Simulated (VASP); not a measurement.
Set up this calculation in VASP 6.6.1, as the native input.

```
Task                   : single point
Functional             : LDA
Potentials or basis    : VASP PAW LDA potentials, release 64 (Al, O)
Cutoff                 : 520 eV
k mesh                 : 7 × 7 × 7
Occupations            : methfessel-paxton, width 0.1 eV
Spin                   : no spin polarisation
Dipole correction      : no
Further INCAR settings : ALGO = Normal; EDIFF = 1e-06; NBANDS = 13
```

The structure of Al2O lies in POSCAR:

```
Al2O
1.0
    0.0000000000      2.8457100000      2.8457100000
    2.8457100000      0.0000000000      2.8457100000
    2.8457100000      2.8457100000      0.0000000000
Al O
2 1
Direct
    0.2500000000      0.2500000000      0.2500000000
    0.7500000000      0.7500000000      0.7500000000
    0.0000000000      0.0000000000      0.0000000000
```

These files were run (other wordings do the same):

INCAR

```
  PREC = Accurate
  ENCUT = 520
  EDIFF = 1E-6
  ISMEAR = 1
  SIGMA = 0.1
  LREAL = F
  LASPH = T
  NELM = 80
  ALGO = Normal
  ISIF = 2
  LWAVE = F
  LCHARG = T
  GGA = CA
  LELF = T
  LVHAR = T
  NBANDS = 13
```

KPOINTS

```
Automatic mesh
0
Gamma
  7 7 7
```

Potentials or basis: VASP PAW LDA potentials, release 64 (Al, O).

The run is started by

```console
$ cat potpaw_LDA.64/Al/POTCAR potpaw_LDA.64/O/POTCAR > POTCAR
$ mpirun -np 1 vasp_std > vasp.out
```

It gave:

```yaml
Pressure: -3.9 GPa
Band_gap_on_the_k_mesh: zero (band 6 reaches 7.70 eV, above the bottom of band 7 at 5.98 eV)
```

It took 14 s on 1 thread of Intel Xeon 6975P-C, on a shared host, peak memory 0.14 GiB.
